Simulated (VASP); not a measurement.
A run of VASP 6.6.1 is set up as follows.

Contents of INCAR:

```
ALGO = Fast ; EDIFF = 1E-6
ENCUT = 520 ; GGA = PS
ISIF = 2 ; ISMEAR = 0
LASPH = True ; LCHARG = False
LREAL = False ; LWAVE = False
NBANDS = 12 ; NELM = 80
PREC = Accurate ; SIGMA = 0.15
```

Contents of KPOINTS:

```
k-points
0
Gamma
  24 24 24
```

POSCAR

```
Cu
1.0
   -1.4427933200      1.5510028190      1.3760814500
    1.4427933200     -1.5510028190      1.3760814500
    1.4427933200      1.5510028190     -1.3760814500
Cu
1
Direct
    0.0000000000      0.0000000000      0.0000000000
```

Potentials or basis: VASP PAW PBE potentials, release 64 (Cu).

Command:

```sh
$ cat potpaw_PBE.64/Cu/POTCAR > POTCAR
$ mpirun -np 1 vasp_std > vasp.out
```

Task: Predict the pressure.

Result: -10.2 GPa.

Task: What does it give for the band gap on the k mesh?

Result: Zero (an odd number of electrons rules out a gap without spin polarisation).

Stress tensor (GPa, compression positive):
```
-11.11   0.00   0.00
  0.00  -9.14   0.00
  0.00   0.00 -10.36
```

Caveat: the cell differs from its parent crystal (strain +0.0750 x Voigt [0, 1, 0, 0, 0, 0]); the cell stands under tension; the PAW data sets were made with another functional, which shifts forces and pressure a little.
